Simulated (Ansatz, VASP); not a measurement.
SnO in VASP and in Ansatz

The input INCAR:

```
SYSTEM = SnO
PREC = Accurate
ENCUT = 520
EDIFF = 1E-6
ISMEAR = 1
SIGMA = 0.01
LREAL = .False.
LASPH = .True.
NELM = 80
ALGO = Normal
ISIF = 2
LWAVE = .False.
LCHARG = .True.
GGA = PE
LELF = .True.
LVHAR = .True.
NBANDS = 50
```

Contents of KPOINTS:

```
regular mesh
0
Gamma
  10 10 4
  0 0 0
```

POSCAR

```
SnO
1.0
    2.5000000000     -2.8600000000      0.0000000000
    2.5000000000      2.8600000000      0.0000000000
    0.0000000000      0.0000000000     11.1200000000
Sn O
4 4
Direct
    0.0000000000      0.0000000000      0.0000000000
    0.0000000000      0.0000000000      0.5000000000
    0.5590000000      0.4410000000      0.2540000000
    0.4410000000      0.5590000000      0.7540000000
    0.9300000000      0.4300000000      0.3800000000
    0.0700000000      0.5700000000      0.8800000000
    0.5700000000      0.0700000000      0.3800000000
    0.4300000000      0.9300000000      0.8800000000
```

Input for Ansatz:

```yaml
crystal:
  lattice:
    - [2.5, -2.86, 0.0]
    - [2.5, 2.86, 0.0]
    - [0.0, 0.0, 11.12]
  atoms:
    - { symbol: Sn, position: [0.0, 0.0, 0.0] }
    - { symbol: Sn, position: [0.0, 0.0, 0.5] }
    - { symbol: Sn, position: [0.559, 0.441, 0.254] }
    - { symbol: Sn, position: [0.441, 0.559, 0.754] }
    - { symbol: O, position: [0.93, 0.43, 0.38] }
    - { symbol: O, position: [0.07, 0.57, 0.88] }
    - { symbol: O, position: [0.57, 0.07, 0.38] }
    - { symbol: O, position: [0.43, 0.93, 0.88] }
basis:
  ecutwfc: 420
kpoints:
  mp_grid: { grid: [10, 10, 4] }
hamiltonian:
  xc: pbe
scf:
  occupations: { method: cold, width: 0.01 }
output:
  forces: true
  stress: true
  eigenvalues: true
```

Alike in both runs: task single point; functional PBE; k mesh 10 × 10 × 4; no spin polarisation.

|  | VASP | Ansatz |
| --- | --- | --- |
| version | VASP 6.6.1 | Ansatz 0.2.0 |
| potentials or method | VASP PAW PBE potentials, release 64 (Sn_d, O), cutoff 520 eV | scalar-relativistic, plane waves, PAW |
| occupations | methfessel-paxton of order 1, width 0.01 eV | cold, width 0.01 eV |
| valence electrons in the cell | 80 | 80 |

|  | VASP | Ansatz | Ansatz less VASP |
| --- | --- | --- | --- |
| gap on the k mesh at the Fermi level (eV) | none | none | - |
| pressure (GPa) | 10.2 | 10.0 | -0.17 |
| traceless stress, the component that is largest in VASP (GPa) | 20.55 | 20.64 | +0.092 |
| rms of the force components (eV/Å) | 3.732 | 3.709 | -0.0233 |

Atom by atom the forces differ by 0.044 eV/Å (rms over components). A gap of «none» marks a metal or a gap that the smearing closes.
